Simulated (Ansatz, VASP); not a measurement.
## Two plane-wave programs on Cu

INCAR

```
SYSTEM = Cu
PREC = Accurate
ENCUT = 520
EDIFF = 1E-7
ISMEAR = -1
SIGMA = 0.05
LREAL = .FALSE.
LASPH = .TRUE.
NELM = 60
ALGO = Normal
ISIF = 2
LWAVE = .FALSE.
LCHARG = .FALSE.
GGA = PE
NBANDS = 18
```

File KPOINTS:

```
regular mesh
0
G
  19 19 10
  0 0 0
```

Contents of POSCAR:

```
Cu
1.0
    2.2750943414      0.0000000000      0.0000000000
   -1.1375471706      1.9702894956      0.0000000000
    0.0000000000      0.0000000000      3.7372139516
Cu
2
Direct
    0.3333333333      0.6666666667      0.2500000000
    0.6666666667      0.3333333333      0.7500000000
```

Input for Ansatz:

```yaml
crystal:
  lattice:
    - [2.2750943414, 0.0, 0.0]
    - [-1.1375471706, 1.9702894956, 0.0]
    - [0.0, 0.0, 3.7372139516]
  atoms:
    - { symbol: Cu, position: [0.3333333333, 0.6666666667, 0.25] }
    - { symbol: Cu, position: [0.6666666667, 0.3333333333, 0.75] }
kpoints:
  mp_grid: { grid: [19, 19, 10] }
scf:
  occupations: { method: fermi_dirac, width: 0.05 }
hamiltonian:
  xc: pbe
  pseudopotentials: { kind: paw }
output:
  forces: true
  stress: true
  eigenvalues: true
  populations: true
```

Change from the starting cell: volume scaled by 0.7, PAW files.

Alike in both runs: task single point; functional PBE; k mesh 19 × 19 × 10; occupations fermi-dirac, width 0.05 eV; no spin polarisation.

|  | VASP | Ansatz |
| --- | --- | --- |
| version | VASP 6.6.1 | Ansatz 0.2.0 |
| potentials or method | VASP PAW PBE potentials, release 64 (Cu) | PAW with Ansatz's default frozen-core files, scalar-relativistic |
| plane-wave cutoff (eV) | 520 | 420 |
| valence electrons in the cell | 22 | 38 |

```tsv
	VASP	Ansatz	Ansatz less VASP
pressure (GPa)	122.2	121.4	-0.83
```

Both programs put the cell under a high pressure, so it lies far from rest at this level. VASP's potentials hold 22 valence electrons a cell and Ansatz's 38, so a difference there can come from the potentials and not from the codes.

Noted on VASP's run: the cell as given lies far from equilibrium.
